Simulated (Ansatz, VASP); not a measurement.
## Two plane-wave programs on In3Sb3H

File INCAR:

```
PREC     = Accurate       # precision mode
ENCUT    = 520            # plane-wave cutoff, eV
EDIFF    = 1E-6           # SCF threshold, eV
ISMEAR   = 0              # smearing method
SIGMA    = 0.1            # smearing width, eV
LREAL    = F              # projectors in reciprocal space
LASPH    = T              # aspherical terms in the spheres
NELM     = 60             # most SCF steps
ALGO     = Normal         # electronic algorithm
ISIF     = 2              # what is computed and relaxed
LWAVE    = F              # write WAVECAR
LCHARG   = T              # write CHGCAR
LDIPOL   = T            
IDIPOL   = 3            
DIPOL    = 0.5 0.5 0.476
GGA      = PE             # functional
IVDW     = 12             # dispersion correction
LELF     = T              # ELF
LVHAR    = T            
LVACPOTAV= T            
NBANDS   = 68             # bands
```

File KPOINTS:

```
Automatic mesh
0
Gamma
  2 3 1
```

The input POSCAR:

```
In3Sb3H
1.0
    9.2586444710      0.0000000000      0.0000000000
    0.0000000000      6.5468502901      0.0000000000
    0.0000000000      0.0000000000     23.3357222355
In Sb H
6 6 2
Direct
    0.2500000000      0.5000000000      0.3428220442
    0.7500000000      0.5000000000      0.3428220442
    0.4986301371      0.0721283287      0.4550638331
   -0.0011518319      0.0727074912      0.4551259613
    0.7492555393      0.4983306707      0.5137936236
    0.2487765462      0.4981503805      0.5144803287
    0.5000000000      0.2500000000      0.3428220442
    0.0000000000      0.2500000000      0.3428220442
    0.7489430176      0.8199730934      0.4307345207
    0.2487161270      0.8190862680      0.4310957776
   -0.0014810848      0.2996978191      0.5591532261
    0.4995036847      0.3000891473      0.5589002292
    0.2232705433      1.2700872620      0.6913419178
    0.2973158343      1.2662079888      0.6780987365
```

Input for Ansatz:

```yaml
crystal:
  lattice:
    - [9.258644471, 0.0, 0.0]
    - [0.0, 6.5468502901, 0.0]
    - [0.0, 0.0, 23.3357222355]
  atoms:
    - { symbol: In, position: [0.25, 0.5, 0.3428220442] }
    - { symbol: In, position: [0.75, 0.5, 0.3428220442] }
    - { symbol: Sb, position: [0.5, 0.25, 0.3428220442] }
    - { symbol: Sb, position: [0.0, 0.25, 0.3428220442] }
    - { symbol: In, position: [0.4986301371, 0.0721283287, 0.4550638331] }
    - { symbol: In, position: [-0.0011518319, 0.0727074912, 0.4551259613] }
    - { symbol: Sb, position: [0.7489430176, 0.8199730934, 0.4307345207] }
    - { symbol: Sb, position: [0.248716127, 0.819086268, 0.4310957776] }
    - { symbol: In, position: [0.7492555393, 0.4983306707, 0.5137936236] }
    - { symbol: In, position: [0.2487765462, 0.4981503805, 0.5144803287] }
    - { symbol: Sb, position: [-0.0014810848, 0.2996978191, 0.5591532261] }
    - { symbol: Sb, position: [0.4995036847, 0.3000891473, 0.5589002292] }
    - { symbol: H, position: [0.2232705433, 1.270087262, 0.6913419178] }
    - { symbol: H, position: [0.2973158343, 1.2662079888, 0.6780987365] }
basis:
  ecutwfc: 420
kpoints:
  mp_grid: { grid: [2, 3, 1] }
hamiltonian:
  xc: pbe
  dispersion: d3bj
scf:
  occupations: { method: gaussian, width: 0.1 }
output:
  forces: true
  eigenvalues: true
  write_density: true
  volumetric_format: npy
efield:
  axis: 3
  dipole_correction: true
  ramp_width: 0.04
```

Alike in both runs: task single point; functional PBE; dispersion D3(BJ); k mesh 2 × 3 × 1; occupations gaussian, width 0.1 eV; no spin polarisation.

```csv
,VASP,Ansatz
version,VASP 6.6.1,Ansatz 0.2.0
potentials or method,"VASP PAW PBE potentials, release 64 (In_d, Sb, H), cutoff 520 eV","scalar-relativistic, plane waves, PAW"
valence electrons in the cell,110,170
```

Ansatz gave:

```
gap on the k mesh at the Fermi level (eV) : 0.18
least direct gap on the mesh (eV)         : 0.29
rms of the force components (eV/Å)        : 0.215
```

**Question.** What did VASP give for the same quantities?

**Answer.** gap on the k mesh at the Fermi level (eV): 0.18; least direct gap on the mesh (eV): 0.28; rms of the force components (eV/Å): 0.215.

VASP's potentials hold 110 valence electrons a cell and Ansatz's 170, so a difference there can come from the potentials and not from the codes.

Spin-orbit coupling is off throughout.
